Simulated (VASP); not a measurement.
Here is a VASP 6.6.1 calculation.

File INCAR:

```
SYSTEM = Pd
PREC = Accurate ; ENCUT = 520
EDIFF = 1E-6 ; ISMEAR = -1
SIGMA = 0.05 ; LREAL = .FALSE.
LASPH = .TRUE. ; NELM = 60
ALGO = Normal ; ISIF = 2
LWAVE = .FALSE. ; LCHARG = .FALSE.
GGA = RP ; NBANDS = 11
```

KPOINTS

```
regular mesh
0
G
  12 12 12
  0 0 0
```

POSCAR

```
Pd
1.0
   -1.5722810000      1.5722810000      1.5722810000
    1.5722810000     -1.5722810000      1.5722810000
    1.5722810000      1.5722810000     -1.5722810000
Pd
1
Direct
    0.0000000000      0.0000000000      0.0000000000
```

Potentials or basis: VASP PAW PBE potentials, release 64 (Pd).

The run is started by

```sh
$ cat potpaw_PBE.64/Pd/POTCAR > POTCAR
$ mpirun -np 1 vasp_std > vasp.out
```

Problem. What does it give for the band gap on the k mesh?

Solution. Zero (band 5 reaches 9.57 eV, above the bottom of band 6 at 8.03 eV).

Problem. Predict the pressure.

Solution. 3.1 GPa.

Caveat: the PAW data sets were made with another functional, which shifts forces and pressure a little.
